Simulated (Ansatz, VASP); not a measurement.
Two plane-wave programs on SrO

The input POSCAR:

```
SrO
1.0
    3.1028650670      0.0000000000      0.0000000000
    0.0000000000      3.1028650670      0.0000000000
    0.0000000000      0.0000000000      3.1028650670
Sr O
1 1
Direct
    0.0000000000      0.0000000000      0.0000000000
    0.5000000000      0.5000000000      0.5000000000
```

INCAR.step1

```
SYSTEM = SrO
  PREC = Accurate
  ENCUT = 520
  EDIFF = 1E-5
  ISMEAR = 0
  SIGMA = 0.01
  LREAL = .FALSE.
  LASPH = .TRUE.
  NELM = 100
  ALGO = Normal
  ISIF = 2
  LWAVE = .TRUE.
  NBANDS = 15
  GGA = PE
```

Contents of INCAR.step2:

```
SYSTEM = SrO
  PREC = Accurate
  ENCUT = 520
  EDIFF = 1E-6
  ISMEAR = 0
  SIGMA = 0.01
  LREAL = .FALSE.
  LASPH = .TRUE.
  NELM = 100
  ALGO = Normal
  ISIF = 2
  LWAVE = .FALSE.
  LCHARG = .TRUE.
  METAGGA = R2SCAN
  LHFCALC = .TRUE.
  AEXX = 0.1
  LMIXTAU = .TRUE.
  PRECFOCK = Normal
  LELF = .TRUE.
  LVHAR = .TRUE.
  NBANDS = 15
  ISTART = 1
```

File KPOINTS:

```
Automatic mesh
0
G
  6 6 6
  0 0 0
```

Input for Ansatz:

```yaml
crystal:
  lattice:
    - [3.102865067, 0.0, 0.0]
    - [0.0, 3.102865067, 0.0]
    - [0.0, 0.0, 3.102865067]
  atoms:
    - { symbol: Sr, position: [0.0, 0.0, 0.0] }
    - { symbol: O, position: [0.5, 0.5, 0.5] }
kpoints:
  mp_grid: { grid: [6, 6, 6] }
  band_path:
    path:
      - [0.0, 0.0, 0.0]
      - [0.0, 0.5, 0.0]
      - [0.5, 0.5, 0.0]
      - [0.5, 0.5, 0.5]
      - [0.0, 0.5, 0.5]
    npoints: 1
hamiltonian:
  xc: r2scanh
scf:
  occupations: { method: fixed }
  n_extra_bands: 4
output:
  forces: true
  stress: true
  eigenvalues: true
```

Alike in both runs: task single point; functional r2SCANh; k mesh 6 × 6 × 6; no spin polarisation.

|  | VASP | Ansatz |
| --- | --- | --- |
| version | VASP 6.6.1 | Ansatz 0.2.0 |
| potentials or method | VASP PAW PBE potentials, release 64 (Sr_sv, O) | plane waves, PAW |
| plane-wave cutoff (eV) | 520 | 500 |
| occupations | gaussian, width 0.01 eV | fixed |
| valence electrons in the cell | 16 | 16 |

Ansatz gave:

| Property | Result |
| --- | --- |
| gap on the k mesh at the Fermi level (eV) | 4.14 |
| pressure (GPa) | -0.7 |

Question: Which values does VASP return?

Answer: gap on the k mesh at the Fermi level (eV): 4.08; pressure (GPa): 0.0.

VASP's potentials were made for PBE, not for r2SCANh. Ansatz's warnings: stress exchange threshold loose, stress scf threshold loose.
